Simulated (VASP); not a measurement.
A run of VASP 6.6.1 is set up as follows.

The input INCAR:

```
ALGO = Fast
EDIFF = 1E-6
ENCUT = 520
GGA = PE
ISIF = 2
ISMEAR = 0
ISPIN = 2
LASPH = T
LCHARG = F
LMAXMIX = 4
LORBIT = 11
LREAL = F
LWAVE = F
MAGMOM = 1
NBANDS = 15
NELM = 150
PREC = Accurate
SIGMA = 0.024
```

File KPOINTS:

```
k-points
0
Gamma
  13 13 13
```

File POSCAR:

```
Ni
1.0
    0.0000000000      1.7375729330      1.7375729330
    1.7375729330      0.0000000000      1.7375729330
    1.7375729330      1.7375729330      0.0000000000
Ni
1
Direct
    0.0000000000      0.0000000000      0.0000000000
```

Potentials or basis: VASP PAW PBE potentials, release 64 (Ni).

The run is started by

```sh
$ cat potpaw_PBE.64/Ni/POTCAR > POTCAR
$ mpirun -np 1 vasp_std > vasp.out
```

Task: What does it give for the net moment?

Result: 0.62 μB per cell.

Task: Estimate the site moments.

Result: Ni +0.63 μB.

Task: Predict the pressure.

Result: 7.5 GPa.
